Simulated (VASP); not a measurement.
# WC (P-6m2) in VASP: a series of runs

Runs on WC. Level: PBE. Tasks: single point.

Program: VASP 6.6.1. These are calculated values, not measurements. Logs are shortened: lines on timing, memory, paths and dates and some standing lists are left out, and cuts for length are marked.

### Step 1. The cell of the first run

It takes space group P-6m2 (No. 187, hexagonal). The conventional cell has a = 2.898 Å, b = 2.898 Å, c = 2.860 Å, α = 90.00°, β = 90.00°, γ = 120.00°. Within 2.9 Å of W (site symmetry -6m2) lie 6 C at 2.20 Å and 8 W at 2.86 to 2.90 Å. C (site symmetry -6m2) has 6 W at 2.20 Å and 8 C at 2.86 to 2.90 Å within 2.9 Å.

### Step 2. Single point, PBE, collinear spin (z stretched by +1 %, then relaxed in part)

Input file INCAR:

```
SYSTEM = WC
PREC = Accurate
ENCUT = 520
EDIFF = 1E-7
ISMEAR = -1
SIGMA = 0.05
LREAL = .False.
LASPH = .True.
NELM = 150
ALGO = Normal
ISIF = 2
LWAVE = .False.
LCHARG = .False.
ISPIN = 2
MAGMOM = 2 0
LORBIT = 11
LMAXMIX = 4
GGA = PE
NBANDS = 20
```

Input file KPOINTS:

```
Automatic mesh
0
Gamma
  18 18 16
  0 0 0
```

Input file POSCAR:

```
WC
1.0
    2.8982000000      0.0000000000      0.0000000000
   -1.4491000000      2.5099148252      0.0000000000
    0.0000000000      0.0000000000      2.8597140000
W C
1 1
Direct
    0.0000000000      0.0000000000      0.0000000000
    0.6666666667      0.3333333333      0.5000000000
```

Potentials or basis: VASP PAW PBE potentials, release 64 (W_sv, C).

On the command line:

```sh
cat potpaw_PBE.64/W_sv/POTCAR potpaw_PBE.64/C/POTCAR > POTCAR
mpirun -np 1 vasp_std > vasp.out
```

OUTCAR:

```text
SYSTEM = WC
   PREC = Accurate
   ENCUT = 520
   EDIFF = 1E-7
   ISMEAR = -1
   LREAL = .False.
   LASPH = .True.
   NELM = 150
   ISIF = 2
   ISPIN = 2
   LORBIT = 11
   GGA = PE

 ion  position               nearest neighbor table
   1  0.000  0.000  0.000-   2 2.20   2 2.20   2 2.20   2 2.20   2 2.20   2 2.20
   2  0.667  0.333  0.500-   1 2.20   1 2.20   1 2.20   1 2.20   1 2.20   1 2.20

  LATTYP: Found a hexagonal cell.
 ALAT       =     2.8982000000
 C/A-ratio  =     0.9867207232

  Lattice vectors:

 A1 = (   2.8982000000,   0.0000000000,   0.0000000000)
 A2 = (  -1.4491000000,   2.5099148252,   0.0000000000)
 A3 = (   0.0000000000,   0.0000000000,   2.8597140000)

Analysis of symmetry for initial positions (statically):
=====================================================================
 Subroutine PRICEL returns:
 Original cell was already a primitive cell.

 Routine SETGRP: Setting up the symmetry group for a
 hexagonal supercell.

 Subroutine GETGRP returns: Found 12 space group operations
 (whereof 12 operations were pure point group operations)
 out of a pool of 24 trial point group operations.

The static configuration has the point symmetry D_3h.

Analysis of symmetry for dynamics (positions and initial velocities):
=====================================================================
 Subroutine PRICEL returns:
 Original cell was already a primitive cell.

 Routine SETGRP: Setting up the symmetry group for a
 hexagonal supercell.

 Subroutine GETGRP returns: Found 12 space group operations
 (whereof 12 operations were pure point group operations)
 out of a pool of 24 trial point group operations.

The dynamic configuration has the point symmetry D_3h.

Analysis of structural, dynamic, and magnetic symmetry:
=====================================================================
 Subroutine PRICEL returns:
 Original cell was already a primitive cell.

 Routine SETGRP: Setting up the symmetry group for a
 hexagonal supercell.

 Subroutine GETGRP returns: Found 12 space group operations
 (whereof 12 operations were pure point group operations)
 out of a pool of 24 trial point group operations.

The overall configuration has the point symmetry D_3h.

 Subroutine INISYM returns: Found 12 space group operations
 (whereof 12 operations are pure point group operations),
 and found     1 'primitive' translations

----------------------------------------------------------------------------------------

                                     Primitive cell

  volume of cell :      20.8022

  direct lattice vectors                    reciprocal lattice vectors
     2.898200000  0.000000000  0.000000000     0.345041750  0.199209947  0.000000000
    -1.449100000  2.509914825  0.000000000     0.000000000  0.398419895  0.000000000
     0.000000000  0.000000000  2.859714000     0.000000000  0.000000000  0.349685318

  length of vectors
     2.898200000  2.898200000  2.859714000     0.398419895  0.398419895  0.349685318

  position of ions in fractional coordinates (direct lattice)
     0.000000000  0.000000000  0.000000000
     0.666666667  0.333333333  0.500000000

  ion indices of the primitive-cell ions
   primitive index   ion index
                 1           1
                 2           2

----------------------------------------------------------------------------------------

 KPOINTS: Automatic mesh

Automatic generation of k-mesh.
 Grid dimensions read from file:
 generate k-points for:   18   18   16

 Generating k-lattice:

  Cartesian coordinates                     Fractional coordinates (reciprocal lattice)
     0.019168986  0.011067219  0.000000000     0.055555556  0.000000000  0.000000000
     0.000000000  0.022134439  0.000000000     0.000000000  0.055555556  0.000000000
     0.000000000  0.000000000  0.021855332     0.000000000  0.000000000  0.062500000

  Length of vectors
     0.022134439  0.022134439  0.021855332

  Shift w.r.t. Gamma in fractional coordinates (k-lattice)
     0.000000000  0.000000000  0.000000000

 Subroutine IBZKPT returns following result:
 ===========================================

 Found    333 irreducible k-points:

 Following reciprocal coordinates:
            Coordinates               Weight
  0.000000  0.000000  0.000000      1.000000
  0.055556  0.000000  0.000000      6.000000
  0.111111  0.000000  0.000000      6.000000
  0.166667 -0.000000  0.000000      6.000000
  0.222222  0.000000  0.000000      6.000000
  0.277778  0.000000  0.000000      6.000000
[... 16 lines left out ...]
  0.333333  0.111111  0.000000     12.000000
  0.388889  0.111111  0.000000     12.000000
 [... further k-points ...]
   k-points           NKPTS =    333   k-points in BZ     NKDIM =    333   number of bands    NBANDS=     20
   number of dos      NEDOS =    301   number of ions     NIONS =      2
   total plane-waves  NPLWV =  13824
   dimension x,y,z NGX =    24 NGY =   24 NGZ =   24
   dimension x,y,z NGXF=    48 NGYF=   48 NGZF=   48
   ions per type =               1   1
   NGX,Y,Z   is equivalent  to a cutoff of  13.77, 13.77, 13.95 a.u.
   NGXF,Y,Z  is equivalent  to a cutoff of  27.53, 27.53, 27.90 a.u.
 SYSTEM =  WC
   PREC   = accura    normal or accurate (medium, high low for compatibility)
   ISTART =      0    job   : 0-new  1-cont  2-samecut
   ICHARG =      2    charge: 1-file 2-atom 10-const
   ISPIN  =      2    spin polarized calculation?
   LNONCOLLINEAR =      F non collinear calculations
   LSORBIT =      F    spin-orbit coupling
   LASPH  =      T    aspherical Exc in radial PAW
   ENCUT  =  520.0 eV  38.22 Ry    6.18 a.u.   5.39  5.39  5.32*2*pi/ulx,y,z
   NELM   =    150;   NELMIN=  2; NELMDL= -5     # of ELM steps
   EDIFF  = 0.1E-06   stopping-criterion for ELM
   LREAL  =      F    real-space projection
   EDIFFG = 0.1E-05   stopping-criterion for IOM
   NSW    =      0    number of steps for IOM
   IBRION =     -1    ionic relax: 0-MD 1-quasi-New 2-CG
   NFREE  =      0    steps in history (QN), initial steepest desc. (CG)
   ISIF   =      2    stress and relaxation
   ISYM   =      2    0-nonsym 1-usesym 2-fastsym
   POTIM  = 0.5000    time-step for ionic-motion
   TEBEG  =    0.0;   TEEND  =   0.0 temperature during run
   PSTRESS=    0.0 pullay stress
   NELECT =      18.0000    total number of electrons
   NUPDOWN=      -1.0000    fix difference up-down
   EMIN   =  10.00;   EMAX   =-10.00  energy-range for DOS
   EFERMI =   0.00;   METHOD = LEGACY
   ISMEAR =    -1;   SIGMA  =   0.05  broadening in eV -4-tet -1-fermi 0-gaus
   EFERMI_NEDOS =   21; number of points for ismear=-14 and -15
   IALGO  =     38    algorithm
   IMIX   =      4    mixing-type and parameters
     AMIX     =   0.40;   BMIX     =  1.00
     AMIX_MAG =   1.60;   BMIX_MAG =  1.00
  volume/ion in A,a.u.               =      10.40        70.19
  Fermi-wavevector in a.u.,A,eV,Ry     =   1.560016  2.948003 33.111812  2.433650
  Thomas-Fermi vector in A             =   2.663290
   LORBIT       =     11    0 simple, 1 ext, 2 COOP (PROOUT), +10 PAW based schemes
   GGA     = PE    functional components
   LHFCALC =     F    Hartree Fock is set to
   AEXX    =    0.0000 exact exchange contribution
   IVDW    =     0    specifies the selected vdW correction
   LEPSILON=     F    determine dielectric tensor
   LRPA    =     F    only Hartree local field effects (RPA)
 spin polarized calculation
  energy-cutoff  :      520.00
  volume of cell :       20.80
 maximum number of plane-waves:       581
 NGX is ok and might be reduce to    24
   NGX = 11   NGY = 11   NGZ = 11

 number of electron      17.9999998 magnetization       0.0001092

 number of electron      17.9999998 magnetization      -0.0000007

 Free energy of the ion-electron system (eV)
  ---------------------------------------------------
  ext. energy  EPLUGINS =         0.00000000
  ---------------------------------------------------
  free energy    TOTEN  =       -22.44074643 eV

  energy without entropy =      -22.43854666  energy(sigma->0) =      -22.43964654

 E-fermi :  11.0339     XC(G=0): -13.7893

 val. band max:       11.0311920856   @ k =   0.0556   0.0000   0.2500
 cond. band min:      11.0448542434   @ k =   0.4444   0.0556   0.4375
 fundamental gap:      0.0136621578
 Fermi energy:        11.0339378694

 spin component 1

 k-point     1 :       0.0000    0.0000    0.0000
  band No.  band energies     occupation
      1     -62.9693      1.00000
      2     -26.9724      1.00000
      3     -26.8336      1.00000
      4     -26.8336      1.00000
      5      -3.3827      1.00000
      6       6.7275      1.00000
[... 12 lines left out ...]
     19      34.3381      0.00000
     20      34.3381      0.00000

 k-point     2 :       0.0556    0.0000    0.0000
  band No.  band energies     occupation
      1     -62.9675      1.00000
      2     -26.9689      1.00000
      3     -26.8602      1.00000
      4     -26.8396      1.00000
      5      -3.3008      1.00000
      6       6.7657      1.00000
[... 498 lines left out ...]
 k-point    24 :       0.3889    0.1111    0.0000
  band No.  band energies     occupation
      1     -62.9090      1.00000
      2     -27.6121      1.00000
      3     -27.0844      1.00000
      4     -26.8572      1.00000
      5       0.0197      1.00000
      6       4.2113      1.00000
[... 12 lines left out ...]
     19      35.5838      0.00000
     20      38.0961      0.00000

 [... further k-points ...]

 spin component 2

 k-point     1 :       0.0000    0.0000    0.0000
  band No.  band energies     occupation
      1     -62.9693      1.00000
      2     -26.9724      1.00000
      3     -26.8336      1.00000
      4     -26.8336      1.00000
      5      -3.3827      1.00000
      6       6.7275      1.00000
[... 12 lines left out ...]
     19      34.3381      0.00000
     20      34.3381      0.00000

 k-point     2 :       0.0556    0.0000    0.0000
  band No.  band energies     occupation
      1     -62.9675      1.00000
      2     -26.9689      1.00000
      3     -26.8602      1.00000
      4     -26.8396      1.00000
      5      -3.3008      1.00000
      6       6.7657      1.00000
[... 498 lines left out ...]
 k-point    24 :       0.3889    0.1111    0.0000
  band No.  band energies     occupation
      1     -62.9090      1.00000
      2     -27.6121      1.00000
      3     -27.0844      1.00000
      4     -26.8572      1.00000
      5       0.0197      1.00000
      6       4.2113      1.00000
[... 12 lines left out ...]
     19      35.5838      0.00000
     20      38.0961      0.00000

 [... further k-points ...]
[... 5 lines left out ...]
  --------------------------------------------------------------------------------------
  -------------------------------------------------------------------------------------
  Total        1.0417478      1.0417478     -0.0121396      0.0000000     -0.0000000      0.0000000
  in kB       80.2348851     80.2348851     -0.9349834      0.0000000     -0.0000000      0.0000000
  external PRESSURE =      53.1782623 kB  Pullay stress =       0.0000000 kB

 VOLUME and BASIS-vectors are now :
 -----------------------------------------------------------------------------
  energy-cutoff  :      520.00
  volume of cell :       20.80
      direct lattice vectors                 reciprocal lattice vectors
     2.898200000  0.000000000  0.000000000     0.345041750  0.199209947  0.000000000
    -1.449100000  2.509914825  0.000000000     0.000000000  0.398419895  0.000000000
     0.000000000  0.000000000  2.859714000     0.000000000  0.000000000  0.349685318

 POSITION                                       TOTAL-FORCE (eV/Angst)
 -----------------------------------------------------------------------------------
      0.00000      0.00000      0.00000         0.000000      0.000000      0.000000
      1.44910      0.83664      1.42986        -0.000000      0.000000      0.000000
 -----------------------------------------------------------------------------------
    total drift:                                0.000000     -0.000000      0.000000

  FREE ENERGIE OF THE ION-ELECTRON SYSTEM (eV)
  ---------------------------------------------------
  free  energy   TOTEN  =       -22.4407464308 eV

  energy  without entropy=      -22.4385466569  energy(sigma->0) =      -22.43964654

 total charge

# of ion       s       p       d       tot
------------------------------------------
    1        2.348   6.424   3.397  12.169
    2        0.854   1.571   0.000   2.425
--------------------------------------------------
tot          3.202   7.995   3.397  14.594

 magnetization (x)

# of ion       s       p       d       tot
------------------------------------------
    1       -0.000   0.000   0.000   0.000
    2        0.000  -0.000   0.000  -0.000
--------------------------------------------------
tot         -0.000  -0.000   0.000   0.000
```

Run time: 7.9 min. Hardware: 1 thread of Oxide Virtual Turin-like, shared host; peak memory 0.28 GiB.

What came out:

* Free energy: -22.4407 eV
* Pressure: 5.3 GPa
* Band gap on the k mesh: zero (filled and empty bands overlap)
* Net moment: 0.00 μB per cell
* Valence electrons inside the program's atomic spheres: W 12.17; C 2.42

Stress tensor (GPa, compression positive):
```
 8.02  0.00  0.00
 0.00  8.02  0.00
 0.00  0.00 -0.09
```

Levels at points of the mesh, in eV from the Fermi level:
Spin up:
```
           k point  band 5  band 6  band 7  band 8  band 9  band 10  band 11  band 12  band 13  band 14
(0.00, 0.00, 0.00)  -14.42   -4.31   -3.24   -3.24   -0.01     3.21     3.21     5.57     5.57     6.48
(0.50, 0.00, 0.00)  -11.04   -6.99   -3.72   -3.55   -0.39     2.30     4.59     5.00     6.79     9.55
(0.00, 0.00, 0.50)  -10.46   -8.65   -1.89   -1.89   -0.58    -0.58     3.47     4.58     4.58     9.93
(0.50, 0.00, 0.50)  -11.27   -6.44   -4.21   -4.21    0.26     4.49     5.22     6.62     9.16    10.09
```
Spin down:
```csv
k point,band 6,band 7,band 8,band 9,band 10,band 11,band 12,band 13
"(0.00, 0.00, 0.00)",-4.31,-3.24,-3.24,-0.01,3.21,3.21,5.57,5.57
"(0.50, 0.00, 0.00)",-6.99,-3.72,-3.55,-0.39,2.30,4.59,5.00,6.79
"(0.00, 0.00, 0.50)",-8.65,-1.89,-1.89,-0.58,-0.58,3.47,4.58,4.58
"(0.50, 0.00, 0.50)",-6.44,-4.21,-4.21,0.26,4.49,5.22,6.62,9.16
```

Caveat: the cell differs from its parent crystal (z stretched by +1 %, then relaxed in part); the stress differs along the axes, from -0 to 8 GPa; spin-orbit coupling is left out, which moves the levels of the heavy elements.

### Step 3. Single point, PBE, collinear spin (10.50 Å³/atom)

This run uses another cell than the first one, of 10.50 Å³/atom.

Input file INCAR:

```
SYSTEM = WC
ALGO = Normal
EDIFF = 1E-6
ENCUT = 520
GGA = PE
ISIF = 2
ISMEAR = -1
ISPIN = 2
LASPH = .True.
LCHARG = .False.
LMAXMIX = 4
LORBIT = 11
LREAL = .False.
LWAVE = .False.
MAGMOM = 2 0
NBANDS = 20
NELM = 150
PREC = Accurate
SIGMA = 0.05
```

Input file KPOINTS:

```
k-points
0
Gamma
  18 18 16
  0 0 0
```

Input file POSCAR:

```
WC
1.0
    2.9173939368      0.0000000000      0.0000000000
   -1.4586969684      2.5265372621      0.0000000000
    0.0000000000      0.0000000000      2.8501515398
W C
1 1
Direct
    0.0000000000      0.0000000000      0.0000000000
    0.6666666667      0.3333333333      0.5000000000
```

Potentials or basis: VASP PAW PBE potentials, release 64 (W_sv, C).

On the command line:

```sh
cat potpaw_PBE.64/W_sv/POTCAR potpaw_PBE.64/C/POTCAR > POTCAR
mpirun -np 1 vasp_std > vasp.out
```

Wall time 7.7 min (1 thread of Oxide Virtual Turin-like, shared host); peak memory 0.28 GiB.

It converged, with:

- Free energy: -22.4495 eV
- Pressure: 1.7 GPa
- Band gap on the k mesh: zero (filled and empty bands overlap)
- Net moment: 0.00 μB per cell
- Valence electrons inside the program's atomic spheres: W 12.14; C 2.42

Stress tensor (GPa, compression positive):
```
2.15 0.00 0.00
0.00 2.15 0.00
0.00 0.00 0.73
```

Levels at points of the mesh, in eV from the Fermi level:
Spin up:
| k point | band 7 | band 8 | band 9 | band 10 | band 11 | band 12 |
| --- | --- | --- | --- | --- | --- | --- |
| (0.00, 0.00, 0.00) | -3.27 | -3.27 | 0.08 | 3.18 | 3.18 | 5.55 |
| (0.50, 0.00, 0.00) | -3.57 | -3.51 | -0.45 | 2.30 | 4.46 | 4.82 |
| (0.00, 0.00, 0.50) | -1.97 | -1.97 | -0.57 | -0.57 | 3.60 | 4.50 |
| (0.50, 0.00, 0.50) | -4.24 | -4.16 | 0.26 | 4.36 | 5.21 | 6.53 |
Spin down:
```
           k point  band 5  band 6  band 7  band 8  band 9  band 10  band 11  band 12  band 13  band 14
(0.00, 0.00, 0.00)  -14.35   -4.24   -3.27   -3.27    0.08     3.18     3.18     5.55     5.55     6.31
(0.50, 0.00, 0.00)  -11.04   -6.97   -3.57   -3.51   -0.45     2.30     4.46     4.82     6.78     9.56
(0.00, 0.00, 0.50)  -10.40   -8.57   -1.97   -1.97   -0.57    -0.57     3.60     4.50     4.50     9.88
(0.50, 0.00, 0.50)  -11.21   -6.38   -4.24   -4.16    0.26     4.36     5.20     6.53     9.06     9.97
```

Caveat: spin-orbit coupling is left out, which moves the levels of the heavy elements.

(Part 1 of 2 ends here.)

The gap in the log of VASP goes by the Fermi energy; the results here count the filled bands.